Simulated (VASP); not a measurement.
Input of a VASP 6.6.1 run:

INCAR

```
PREC     = Accurate       # precision mode
ENCUT    = 600            # plane-wave cutoff, eV
EDIFF    = 1E-6           # SCF threshold, eV
ISMEAR   = -1             # smearing method
SIGMA    = 0.01           # smearing width, eV
LREAL    = False          # projectors in reciprocal space
LASPH    = True           # aspherical terms in the spheres
NELM     = 120            # most SCF steps
ALGO     = Normal         # electronic algorithm
ISIF     = 2              # what is computed and relaxed
LWAVE    = False          # write WAVECAR
LCHARG   = True           # write CHGCAR
GGA      = CA             # functional
LELF     = True           # ELF
LVHAR    = True         
NBANDS   = 18             # bands
GGA_COMPAT= False
```

File KPOINTS:

```
regular mesh
0
Gamma
  8 8 8
```

File POSCAR:

```
HfO2
1.0
    0.0255750000      2.5702875000      2.5702875000
    2.5702875000      0.0255750000      2.5702875000
    2.5702875000      2.5702875000      0.0255750000
Hf O
1 2
Direct
    0.0000000000      0.0000000000      0.0000000000
    0.2500000000      0.2500000000      0.2500000000
    0.7500000000      0.7500000000      0.7500000000
```

Potentials or basis: VASP PAW LDA potentials, release 64 (Hf_pv, O).

The run is started by

```bash
$ cat potpaw_LDA.64/Hf_pv/POTCAR potpaw_LDA.64/O/POTCAR > POTCAR
$ mpirun -np 1 vasp_std > vasp.out
```

(1) Predict the band gap on the k mesh.

(2) What does it give for the largest force?

(3) What does it give for the pressure?

Results:

(1) 3.53 eV.

(2) 0.071 eV/Å.

(3) -19.5 GPa.

Caveat: the cell differs from its parent crystal (equal xy, yz and zx shear strains of +1 %); the cell stands under tension; spin-orbit coupling is left out, which moves the levels of the heavy elements.
